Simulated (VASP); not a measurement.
# V (Im-3m) in VASP: further runs

V is run at these levels: PBE; tasks: single point.

Everything below comes from runs of VASP 6.6.1. Logs are shortened: lines on timing, memory, paths and dates and some standing lists are left out, and cuts for length are marked.

### Step 1. The cell of the first run

It takes space group Im-3m (No. 229, cubic). Conventional cell: a = 2.998 Å, b = 2.998 Å, c = 2.998 Å, α = 90.00°, β = 90.00°, γ = 90.00°. Within 3.4 Å of V (site symmetry m-3m) lie 14 V at 2.60 to 3.00 Å.

### Step 2. Single point, PBE

INCAR reads:

```
PREC = Accurate
ENCUT = 520
EDIFF = 1E-6
ISMEAR = 0
SIGMA = 0.3
LREAL = F
LASPH = T
NELM = 60
ALGO = Normal
ISIF = 2
LWAVE = F
LCHARG = F
GGA = PE
NBANDS = 12
```

KPOINTS reads:

```
Automatic mesh
0
Gamma
  15 15 15
```

POSCAR reads:

```
V
1.0
   -1.4991761207      1.4991761207      1.4991761207
    1.4991761207     -1.4991761207      1.4991761207
    1.4991761207      1.4991761207     -1.4991761207
V
1
Direct
    0.0000000000      0.0000000000      0.0000000000
```

Potentials or basis: VASP PAW PBE potentials, release 64 (V_sv).

Started as:

```sh
> cat potpaw_PBE.64/V_sv/POTCAR > POTCAR
> mpirun -np 1 vasp_std > vasp.out
```

OUTCAR:

```text
PREC = Accurate
   ENCUT = 520
   EDIFF = 1E-6
   ISMEAR = 0
   LREAL = F
   LASPH = T
   NELM = 60
   ISIF = 2
   GGA = PE

 ion  position               nearest neighbor table
   1  0.000  0.000  0.000-

  LATTYP: Found a body centered cubic cell.
 ALAT       =     2.9983522414

  Lattice vectors:

 A1 = (  -1.4991761207,   1.4991761207,   1.4991761207)
 A2 = (   1.4991761207,  -1.4991761207,   1.4991761207)
 A3 = (   1.4991761207,   1.4991761207,  -1.4991761207)

Analysis of symmetry for initial positions (statically):
=====================================================================
 Subroutine PRICEL returns:
 Original cell was already a primitive cell.

 Routine SETGRP: Setting up the symmetry group for a
 body centered cubic supercell.

 Subroutine GETGRP returns: Found 48 space group operations
 (whereof 48 operations were pure point group operations)
 out of a pool of 48 trial point group operations.

The static configuration has the point symmetry O_h .

Analysis of symmetry for dynamics (positions and initial velocities):
=====================================================================
 Subroutine PRICEL returns:
 Original cell was already a primitive cell.

 Routine SETGRP: Setting up the symmetry group for a
 body centered cubic supercell.

 Subroutine GETGRP returns: Found 48 space group operations
 (whereof 48 operations were pure point group operations)
 out of a pool of 48 trial point group operations.

The dynamic configuration has the point symmetry O_h .

 Subroutine INISYM returns: Found 48 space group operations
 (whereof 48 operations are pure point group operations),
 and found     1 'primitive' translations

----------------------------------------------------------------------------------------

                                     Primitive cell

  volume of cell :      13.4778

  direct lattice vectors                    reciprocal lattice vectors
    -1.499176121  1.499176121  1.499176121     0.000000000  0.333516518  0.333516518
     1.499176121 -1.499176121  1.499176121     0.333516518  0.000000000  0.333516518
     1.499176121  1.499176121 -1.499176121     0.333516518  0.333516518  0.000000000

  length of vectors
     2.596649211  2.596649211  2.596649211     0.471663583  0.471663583  0.471663583

  position of ions in fractional coordinates (direct lattice)
     0.000000000  0.000000000  0.000000000

  ion indices of the primitive-cell ions
   primitive index   ion index
                 1           1

----------------------------------------------------------------------------------------

 KPOINTS: Automatic mesh

Automatic generation of k-mesh.
 Grid dimensions read from file:
 generate k-points for:   15   15   15

 Generating k-lattice:

  Cartesian coordinates                     Fractional coordinates (reciprocal lattice)
     0.000000000  0.022234435  0.022234435     0.066666667  0.000000000  0.000000000
     0.022234435  0.000000000  0.022234435     0.000000000  0.066666667  0.000000000
     0.022234435  0.022234435  0.000000000     0.000000000  0.000000000  0.066666667

  Length of vectors
     0.031444239  0.031444239  0.031444239

  Shift w.r.t. Gamma in fractional coordinates (k-lattice)
     0.000000000  0.000000000  0.000000000

 Subroutine IBZKPT returns following result:
 ===========================================

 Found    120 irreducible k-points:

 Following reciprocal coordinates:
            Coordinates               Weight
  0.000000  0.000000  0.000000      1.000000
  0.066667  0.000000  0.000000     12.000000
  0.133333  0.000000  0.000000     12.000000
  0.200000  0.000000  0.000000     12.000000
  0.266667  0.000000  0.000000     12.000000
  0.333333  0.000000  0.000000     12.000000
[... 16 lines left out ...]
  0.333333  0.200000  0.000000     48.000000
  0.400000  0.200000  0.000000     24.000000
 [... further k-points ...]
   k-points           NKPTS =    120   k-points in BZ     NKDIM =    120   number of bands    NBANDS=     12
   number of dos      NEDOS =    301   number of ions     NIONS =      1
   total plane-waves  NPLWV =   8000
   dimension x,y,z NGX =    20 NGY =   20 NGZ =   20
   dimension x,y,z NGXF=    40 NGYF=   40 NGZF=   40
   ions per type =               1
   NGX,Y,Z   is equivalent  to a cutoff of  12.80, 12.80, 12.80 a.u.
   NGXF,Y,Z  is equivalent  to a cutoff of  25.61, 25.61, 25.61 a.u.
 SYSTEM =  unknown system
   PREC   = accura    normal or accurate (medium, high low for compatibility)
   ISTART =      0    job   : 0-new  1-cont  2-samecut
   ICHARG =      2    charge: 1-file 2-atom 10-const
   ISPIN  =      1    spin polarized calculation?
   LNONCOLLINEAR =      F non collinear calculations
   LSORBIT =      F    spin-orbit coupling
   LASPH  =      T    aspherical Exc in radial PAW
   ENCUT  =  520.0 eV  38.22 Ry    6.18 a.u.   4.83  4.83  4.83*2*pi/ulx,y,z
   NELM   =     60;   NELMIN=  2; NELMDL= -5     # of ELM steps
   EDIFF  = 0.1E-05   stopping-criterion for ELM
   LREAL  =      F    real-space projection
   EDIFFG = 0.1E-04   stopping-criterion for IOM
   NSW    =      0    number of steps for IOM
   IBRION =     -1    ionic relax: 0-MD 1-quasi-New 2-CG
   NFREE  =      0    steps in history (QN), initial steepest desc. (CG)
   ISIF   =      2    stress and relaxation
   ISYM   =      2    0-nonsym 1-usesym 2-fastsym
   POTIM  = 0.5000    time-step for ionic-motion
   TEBEG  =    0.0;   TEEND  =   0.0 temperature during run
   PSTRESS=    0.0 pullay stress
   NELECT =      13.0000    total number of electrons
   NUPDOWN=      -1.0000    fix difference up-down
   EMIN   =  10.00;   EMAX   =-10.00  energy-range for DOS
   EFERMI =   0.00;   METHOD = LEGACY
   ISMEAR =     0;   SIGMA  =   0.30  broadening in eV -4-tet -1-fermi 0-gaus
   EFERMI_NEDOS =   21; number of points for ismear=-14 and -15
   IALGO  =     38    algorithm
   IMIX   =      4    mixing-type and parameters
     AMIX     =   0.40;   BMIX     =  1.00
     AMIX_MAG =   1.60;   BMIX_MAG =  1.00
  volume/ion in A,a.u.               =      13.48        90.95
  Fermi-wavevector in a.u.,A,eV,Ry     =   1.617521  3.056672 35.597938  2.616375
  Thomas-Fermi vector in A             =   2.711933
   LORBIT       =      0    0 simple, 1 ext, 2 COOP (PROOUT), +10 PAW based schemes
   GGA     = PE    functional components
   LHFCALC =     F    Hartree Fock is set to
   AEXX    =    0.0000 exact exchange contribution
   IVDW    =     0    specifies the selected vdW correction
   LEPSILON=     F    determine dielectric tensor
   LRPA    =     F    only Hartree local field effects (RPA)
 non-spin polarized calculation
 Gauss-broadening in eV      SIGMA  =   0.30
  energy-cutoff  :      520.00
  volume of cell :       13.48
 maximum number of plane-waves:       374
   NGX =  9   NGY =  9   NGZ =  9

 number of electron      12.9999990 magnetization

 Free energy of the ion-electron system (eV)
  ---------------------------------------------------
  ext. energy  EPLUGINS =         0.00000000
  ---------------------------------------------------
  free energy    TOTEN  =        -9.03158317 eV

  energy without entropy =       -8.95490197  energy(sigma->0) =       -8.99324257

 E-fermi :   9.7331     XC(G=0): -12.9004

 val. band max:        9.7044177136   @ k =  -0.2667   0.2667   0.1333
 cond. band min:       9.7431188270   @ k =   0.0667   0.0667   0.0667
 fundamental gap:      0.0387011134
 Fermi energy:         9.7331023607

 k-point     1 :       0.0000    0.0000    0.0000
  band No.  band energies     occupation
      1     -54.0109      2.00000
      2     -27.3129      2.00000
      3     -27.3129      2.00000
      4     -27.3129      2.00000
      5       3.1147      2.00000
      6      10.1180      0.06959
      7      10.1180      0.06959
      8      10.1180      0.06959
      9      12.1270      0.00000
     10      12.1270      0.00000
     11      30.1812      0.00000
     12      30.1812      0.00000

 k-point     2 :       0.0667    0.0000    0.0000
  band No.  band energies     occupation
      1     -54.0025      2.00000
      2     -27.3535      2.00000
      3     -27.3253      2.00000
      4     -27.3132      2.00000
      5       3.2941      2.00000
      6      10.0417      0.14580
      7      10.1013      0.08265
      8      10.2458      0.01566
      9      12.0397      0.00000
     10      12.1320      0.00000
     11      29.8611      0.00000
     12      30.1515      0.00000

 k-point     3 :       0.1333    0.0000    0.0000
  band No.  band energies     occupation
      1     -53.9787      2.00000
      2     -27.4671      2.00000
      3     -27.3601      2.00000
      4     -27.3140      2.00000
      5       3.8109      2.00000
      6       9.8315      0.64261
      7      10.0179      0.17937
      8      10.6176      0.00003
      9      11.8623      0.00000
     10      12.1508      0.00000
     11      28.8934      0.00000
     12      29.8769      0.00000
[... 286 lines left out ...]
 k-point    23 :       0.3333    0.2000    0.0000
  band No.  band energies     occupation
      1     -53.8053      2.00000
      2     -28.0843      2.00000
      3     -27.6971      2.00000
      4     -27.4006      2.00000
      5       7.3967      2.00000
      6       8.6367      2.00000
      7       9.4917      1.74493
      8      12.0131      0.00000
      9      12.6551      0.00000
     10      15.5082      0.00000
     11      20.6071      0.00000
     12      23.2850      0.00000

 k-point    24 :       0.4000    0.2000    0.0000
  band No.  band energies     occupation
      1     -53.7983      2.00000
      2     -28.0988      2.00000
      3     -27.7215      2.00000
      4     -27.4023      2.00000
      5       7.3972      2.00000
      6       8.6365      2.00000
      7       9.6219      1.39982
      8      12.0732      0.00000
      9      12.7028      0.00000
     10      16.0881      0.00000
     11      19.7335      0.00000
     12      23.0814      0.00000

 [... further k-points ...]
[... 5 lines left out ...]
  --------------------------------------------------------------------------------------
  -------------------------------------------------------------------------------------
  Total        0.0327585      0.0327585      0.0327585     -0.0000000      0.0000000     -0.0000000
  in kB        3.8941879      3.8941879      3.8941879     -0.0000000      0.0000000     -0.0000000
  external PRESSURE =       3.8941879 kB  Pullay stress =       0.0000000 kB

 VOLUME and BASIS-vectors are now :
 -----------------------------------------------------------------------------
  energy-cutoff  :      520.00
  volume of cell :       13.48
      direct lattice vectors                 reciprocal lattice vectors
    -1.499176121  1.499176121  1.499176121     0.000000000  0.333516518  0.333516518
     1.499176121 -1.499176121  1.499176121     0.333516518  0.000000000  0.333516518
     1.499176121  1.499176121 -1.499176121     0.333516518  0.333516518  0.000000000

 POSITION                                       TOTAL-FORCE (eV/Angst)
 -----------------------------------------------------------------------------------
      0.00000      0.00000      0.00000         0.000000     -0.000000     -0.000000
 -----------------------------------------------------------------------------------
    total drift:                                0.000000     -0.000000      0.000000

  FREE ENERGIE OF THE ION-ELECTRON SYSTEM (eV)
  ---------------------------------------------------
  free  energy   TOTEN  =        -9.0315831727 eV

  energy  without entropy=       -8.9549019703  energy(sigma->0) =       -8.99324257
```

It took 20 s on 1 thread of Intel Xeon 8259CL, shared host; peak memory 0.14 GiB.

Results:

* Free energy: -9.0316 eV
* Pressure: 0.4 GPa

Levels at points of the mesh, in eV from the Fermi level:
```
           k point  band 3  band 4  band 5  band 6  band 7  band 8  band 9  band 10
(0.00, 0.00, 0.00)  -37.05  -37.05   -6.62    0.38    0.38    0.38    2.39     2.39
```

(Continued in part 2 of 2.)
